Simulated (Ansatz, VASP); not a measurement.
**Al7InAs8: VASP beside Ansatz**

```xyz
16
Lattice="5.7238 -5.7238 0.0000 5.7238 0.0000 5.7238 0.0000 -5.7238 5.7238" Properties=species:S:1:pos:R:3 pbc="T T T"
In    2.8619   -2.8619    0.0000
Al    2.8668   -5.7238    2.8619
Al    5.7238   -2.8668    2.8619
Al    5.7238   -5.7238    5.7189
Al    0.0000    0.0000    0.0049
Al    0.0000   -2.8570    2.8619
Al    2.8570    0.0000    2.8619
Al    2.8619   -2.8619    5.7238
As    4.3535   -7.0942    7.2154
As    4.2927   -4.2927    4.2930
As    7.0942   -7.0942    9.9561
As    7.0942   -4.3535    7.2154
As    7.1550  -10.0166    7.1546
As    7.1550   -7.1550    4.2930
As   10.0773  -10.0773    9.9561
As   10.0166   -7.1550    7.1546
```

Alike in both runs: task single point; functional r2SCAN; k mesh 4 × 4 × 4; occupations gaussian, width 0.02 eV; no spin polarisation.

|  | VASP | Ansatz |
| --- | --- | --- |
| version | VASP 6.6.1 | Ansatz 0.2.0 |
| potentials or method | VASP PAW PBE potentials, release 64 (In_d, Al, As), cutoff 520 eV | scalar-relativistic, plane waves, PAW |
| valence electrons in the cell | 74 | 154 |

VASP gave:

| Item | Value |
| --- | --- |
| gap on the k mesh at the Fermi level (eV) | 1.77 |
| least direct gap on the mesh (eV) | 1.77 |
| pressure (GPa) | 0.2 |
| rms of the force components (eV/Å) | 0.014 |

Q: Which values does Ansatz return?

A: gap on the k mesh at the Fermi level (eV): 1.78; least direct gap on the mesh (eV): 1.78; pressure (GPa): 0.2; rms of the force components (eV/Å): 0.011.

VASP's potentials were made for PBE, not for r2SCAN. Atom by atom the forces differ by 0.003 eV/Å (rms over components). VASP's potentials hold 74 valence electrons a cell and Ansatz's 154, so a difference there can come from the potentials and not from the codes.
